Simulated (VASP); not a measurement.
**Ag: single point with PBEsol**

Ag:

```xyz
1
Lattice="-1.6125 1.6125 1.6125 1.6125 -1.6125 1.6125 1.6125 1.6125 -1.6125" Properties=species:S:1:pos:R:3 pbc="T T T"
Ag    0.0000    0.0000    0.0000
```

This isn't the form of Ag at room conditions, which is fcc.

```
Program             : VASP 6.6.1
Task                : single point
Functional          : PBEsol
Potentials or basis : VASP PAW PBE potentials, release 64 (Ag)
Cutoff              : 520 eV
k mesh              : 24 × 24 × 24
Occupations         : gaussian, width 0.1 eV
Spin                : no spin polarisation
```

| Item | Value |
| --- | --- |
| Pressure | -0.2 GPa |
| Band gap on the k mesh | zero (an odd number of electrons rules out a gap without spin polarisation) |

Levels at points of the mesh, in eV from the Fermi level:
```csv
k point,band 4,band 5,band 6,band 7,band 8,band 9
"(0.00, 0.00, 0.00)",-4.95,-3.56,-3.56,18.01,18.01,18.01
"(0.50, 0.00, 0.00)",-3.43,-2.51,-0.16,4.25,13.38,14.61
"(0.50, 0.50, 0.50)",-2.76,-2.76,6.91,6.91,6.91,13.06
```

Run time: 110 s on 1 thread of AMD EPYC 7R13, on a shared host, peak memory 0.17 GiB.

Caveat: the PAW data sets were made with another functional, which shifts forces and pressure a little.
